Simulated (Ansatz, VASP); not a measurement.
## Sc2GaP3: VASP beside Ansatz

```
Sc Ga P
1.0
     4.21967    0.00000    0.00000
    -2.10983    3.65434    0.00000
     0.00000    0.00000    8.28874
Sc Ga P
2 1 3
Cartesian
  0.0000 2.4362 2.0541
  0.0000 2.4362 6.2347
  2.1098 1.2181 0.0000
  2.1098 1.2181 4.1444
  0.0000 0.0000 0.0000
  0.0000 0.0000 4.1444
```

Change from the starting cell: species swapped into the Gd2CoNi3 type (P-6m2, No. 187).

Alike in both runs: task relaxation of cell and atoms; functional PBE; k mesh 6 × 6 × 2; occupations gaussian, width 0.1 eV; no spin polarisation.

|  | VASP | Ansatz |
| --- | --- | --- |
| version | VASP 6.6.1 | Ansatz 0.2.0 |
| potentials or method | VASP PAW PBE potentials, release 64 (Sc_sv, Ga_d, P), cutoff 600 eV | scalar-relativistic, plane waves, PAW |
| valence electrons in the cell | 50 | 50 |

Ansatz gave:

* gap on the k mesh at the Fermi level, each at its own relaxed structure (eV): none
* relaxed volume (Å³/atom): 17.65
* relaxed length of the cell vector where the two differ most in proportion (Å): 7.184

Q: What did VASP give for the same quantities?

A: gap on the k mesh at the Fermi level, each at its own relaxed structure (eV): none; relaxed volume (Å³/atom): 17.73; relaxed length of the cell vector where the two differ most in proportion (Å): 7.201.

A gap of «none» marks a metal or a gap that the smearing closes.

The k mesh is coarse, so the values compare programs but aren't converged. Noted on VASP's run: the volume moved by over 15 % at a fixed basis, so the end points are rough.
